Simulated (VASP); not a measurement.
# Sb (R-3m) in VASP: further runs, part 2 of 2

VASP 6.6.1. Earlier steps stand in the parts before.

## Step 4: Vibrations by perturbation theory, PBE

Contents of INCAR:

```
ALGO = Normal
EDIFF = 1E-8
ENCUT = 520
GGA = PE
IBRION = 8
ISIF = 2
ISMEAR = -1
LASPH = True
LCHARG = False
LREAL = False
LWAVE = False
NELM = 80
NSW = 1
PREC = Accurate
SIGMA = 0.05
```

Contents of KPOINTS:

```
k-points
0
Gamma
  6 6 6
```

Contents of POSCAR:

```
Sb
1.0
    2.1542000000      1.2437279499      3.7580000000
   -2.1542000000      1.2437279499      3.7580000000
    0.0000000000     -2.4874558998      3.7580000000
Sb
2
Direct
    0.7665100000      0.7665100000      0.7665100000
    0.2334900000      0.2334900000      0.2334900000
```

Potentials or basis: VASP PAW PBE potentials, release 64 (Sb).

The run is started by

```bash
$ cat potpaw_PBE.64/Sb/POTCAR > POTCAR
$ mpirun -np 1 vasp_std > vasp.out
```

OUTCAR:

```text
EDIFF = 1E-8
   ENCUT = 520
   GGA = PE
   IBRION = 8
   ISIF = 2
   ISMEAR = -1
   LASPH = True
   LREAL = False
   NELM = 80
   NSW = 1
   PREC = Accurate

 ion  position               nearest neighbor table
   1  0.767  0.767  0.767-   2 2.91   2 2.91   2 2.91   2 3.35   2 3.35   2 3.35
   2  0.233  0.233  0.233-   1 2.91   1 2.91   1 2.91   1 3.35   1 3.35   1 3.35

  LATTYP: Found a trigonal (rhomboedric) cell.
 ALAT       =     4.5066618304
 COS(alpha) =     0.5430253624

  Lattice vectors:

 A1 = (   2.1542000000,   1.2437279499,   3.7580000000)
 A2 = (  -2.1542000000,   1.2437279499,   3.7580000000)
 A3 = (   0.0000000000,  -2.4874558998,   3.7580000000)

Analysis of symmetry for initial positions (statically):
=====================================================================
 Subroutine PRICEL returns:
 Original cell was already a primitive cell.

 Routine SETGRP: Setting up the symmetry group for a
[... 517 lines left out ...]

 INTERNAL STRAIN TENSOR  FOR ION    1  DIRECTION 3   (eV/Angst):
 -----------------------------------------------------------------------------
     5.18890  0.00000  0.00000
     0.00000  5.18890 -0.00000
     0.00000  0.00000  6.10787

 INTERNAL STRAIN TENSOR FOR ION    2 for displacements in x,y,z  (eV/Angst):
          X           Y           Z          XY          YZ          ZX
  --------------------------------------------------------------------------------
  x    -0.00000     0.00000     0.00000     1.83994     0.00000    -4.21459
  y     1.83994    -1.83994     0.00000     0.00000    -4.27679     0.00000
  z    -5.18890    -5.18890    -6.10787     0.00000     0.00000     0.00000

 SECOND DERIVATIVES (NOT SYMMETRIZED)
 ------------------------------------
               1X          1Y          1Z          2X          2Y          2Z
  1X    -2.747647   -0.000000    0.000000    2.747647    0.000000    0.000000
  1Y     0.000000   -2.747647   -0.000000    0.000000    2.747647    0.000000
  1Z     0.000000    0.000000   -5.375995    0.000000    0.000000    5.375995
  2X     2.747647    0.000000    0.000000   -2.747647   -0.000000    0.000000
  2Y     0.000000    2.747647    0.000000    0.000000   -2.747647   -0.000000
  2Z     0.000000    0.000000    5.375995    0.000000    0.000000   -5.375995

 Eigenvectors and eigenvalues of the dynamical matrix
 ----------------------------------------------------

   1 f  =    4.645802 THz    29.190432 2PiTHz  154.967261 cm-1    19.213483 meV
             X         Y         Z           dx          dy          dz
      0.000000  0.000000  8.641634     0.000000    0.000000    0.707107
      0.000000  0.000000  2.632366     0.000000    0.000000   -0.707107
[... 21 lines left out ...]
   6 f  =    0.000000 THz     0.000000 2PiTHz    0.000000 cm-1     0.000000 meV
             X         Y         Z           dx          dy          dz
      0.000000  0.000000  8.641634     0.000000    0.000000    0.707107
      0.000000  0.000000  2.632366     0.000000    0.000000    0.707107

--------------------------------------------------------------------------------------------------------

 ELASTIC MODULI CONTR FROM IONIC RELAXATION (kBar)
 Direction    XX          YY          ZZ          XY          YZ          ZX
 --------------------------------------------------------------------------------
 XX        -165.5023   -100.1491   -156.3497      0.0000     75.9542     -0.0000
 YY        -100.1491   -165.5023   -156.3497     -0.0000    -75.9542      0.0000
 ZZ        -156.3497   -156.3497   -184.0398      0.0000     -0.0000      0.0000
 XY           0.0000     -0.0000      0.0000    -32.6766      0.0000     74.8495
 YZ          75.9542    -75.9542     -0.0000      0.0000   -176.5493      0.0000
 ZX          -0.0000      0.0000      0.0000     74.8495      0.0000   -171.4515
 --------------------------------------------------------------------------------
```

stdout:

```text
POSCAR found type information on POSCAR Sb
 POSCAR found :  1 types and       2 ions
 scaLAPACK will be used
 LDA part: xc-table for (Slater+PW92), standard interpolation
 POSCAR, INCAR and KPOINTS ok, starting setup
 FFT: planning ... GRIDC
 FFT: planning ... GRID_SOFT
 FFT: planning ... GRID
 WAVECAR not read
 entering main loop
 Linear response reoptimize wavefunctions to high precision
 Linear response DOF=           2
 Linear response progress:
 first order change of Fermi-energy  -0.59838E-04
 force on displaced ion       1 direction 1 :  -2.747   0.001  -0.000
 Linear response progress:
 first order change of Fermi-energy   0.43477E+00
 force on displaced ion       1 direction 3 :   0.000   0.000  -5.376
 Linear response finished
```

It took 1.7 min on 1 thread of Intel Xeon Platinum 8488C (Sapphire Rapids), shared host; peak memory 0.31 GiB.

Results:

| Property | Result |
| --- | --- |
| Highest phonon frequency at Γ | 155 cm⁻¹ |

Phonon frequencies in cm⁻¹ (negative: imaginary):
```csv
q point,frequencies
"(0.000, 0.000, 0.000)",0 0 0 111 111 155
```

Caveat: the cell wasn't relaxed at this level first, which shifts response properties; spin-orbit coupling is left out, which moves the levels of the heavy elements.

## Step 5: Density of states, BLYP+D4

POSCAR is that of step 4.

Contents of INCAR.step1:

```
SYSTEM = Sb
PREC     = Accurate       ! precision mode
ENCUT    = 400            ! plane-wave cutoff, eV
EDIFF    = 1E-6           ! SCF threshold, eV
ISMEAR   = 1              ! smearing method
SIGMA    = 0.1            ! smearing width, eV
LREAL    = .False.        ! projectors in reciprocal space
LASPH    = .True.         ! aspherical terms in the spheres
NELM     = 120            ! most SCF steps
ALGO     = Normal         ! electronic algorithm
ISIF     = 2              ! what is computed and relaxed
LWAVE    = .False.        ! write WAVECAR
LCHARG   = .True.         ! write CHGCAR
GGA      = B5             ! functional
ALDAX    = 1.0          
AGGAX    = 1.0          
AGGAC    = 1.0          
ALDAC    = 0.0          
IVDW     = 13             ! dispersion correction
VDW_S6   = 1.0          
VDW_S8   = 2.34076671   
VDW_A1   = 0.44488865   
VDW_A2   = 4.0933009    
NBANDS   = 22             ! bands
GGA_COMPAT= .False.      
NEDOS    = 2001           ! points of the DOS
LORBIT   = 11             ! projections on sites
```

Contents of KPOINTS.step1:

```
regular mesh
0
Gamma
  8 8 8
  0 0 0
```

Contents of INCAR.step2:

```
SYSTEM = Sb
PREC     = Accurate       ! precision mode
ENCUT    = 400            ! plane-wave cutoff, eV
EDIFF    = 1E-6           ! SCF threshold, eV
ISMEAR   = -5             ! smearing method
SIGMA    = 0.1            ! smearing width, eV
LREAL    = .False.        ! projectors in reciprocal space
LASPH    = .True.         ! aspherical terms in the spheres
NELM     = 120            ! most SCF steps
ALGO     = Normal         ! electronic algorithm
ISIF     = 2              ! what is computed and relaxed
LWAVE    = .False.        ! write WAVECAR
LCHARG   = .False.        ! write CHGCAR
GGA      = B5             ! functional
ALDAX    = 1.0          
AGGAX    = 1.0          
AGGAC    = 1.0          
ALDAC    = 0.0          
IVDW     = 13             ! dispersion correction
VDW_S6   = 1.0          
VDW_S8   = 2.34076671   
VDW_A1   = 0.44488865   
VDW_A2   = 4.0933009    
LORBIT   = 11             ! projections on sites
NEDOS    = 1001           ! points of the DOS
ICHARG   = 11             ! starting density
GGA_COMPAT= .False.
```

Contents of KPOINTS.step2:

```
regular mesh
0
Gamma
  12 12 12
  0 0 0
```

Potentials or basis: VASP PAW PBE potentials, release 64 (Sb_d_GW).

The run is started by

```bash
$ cat potpaw_PBE.64/Sb_d_GW/POTCAR > POTCAR
$ cp INCAR.step1 INCAR
$ cp KPOINTS.step1 KPOINTS
$ mpirun -np 1 vasp_std > vasp.out
$ cp INCAR.step2 INCAR
$ cp KPOINTS.step2 KPOINTS
$ mpirun -np 1 vasp_std > vasp.out
```

Wall time 2.5 min (1 thread of Intel Xeon Platinum 8375C at 2.90GHz (Ice Lake), shared host); peak memory 0.28 GiB.

Results (log left out):

- Valence electrons inside the program's atomic spheres: Sb 12.79
- Dispersion energy per atom: -0.966 eV

Levels at points of the mesh, in eV from the Fermi level:
```csv
k point,band 12,band 13,band 14,band 15,band 16,band 17,band 18,band 19
"(0.00, 0.00, 0.00)",-4.95,-2.05,-1.80,-1.80,2.14,2.69,2.69,5.43
"(0.50, 0.00, 0.00)",-9.64,-1.90,-1.79,-0.28,-0.09,0.31,0.54,7.92
"(0.50, 0.50, 0.00)",-8.04,-5.33,-3.69,-3.60,1.85,4.85,5.51,6.81
"(0.50, 0.50, 0.50)",-8.99,-1.28,-1.28,-0.38,0.17,0.17,1.16,7.31
```

Caveat: spin-orbit coupling is left out, which moves the levels of the heavy elements.
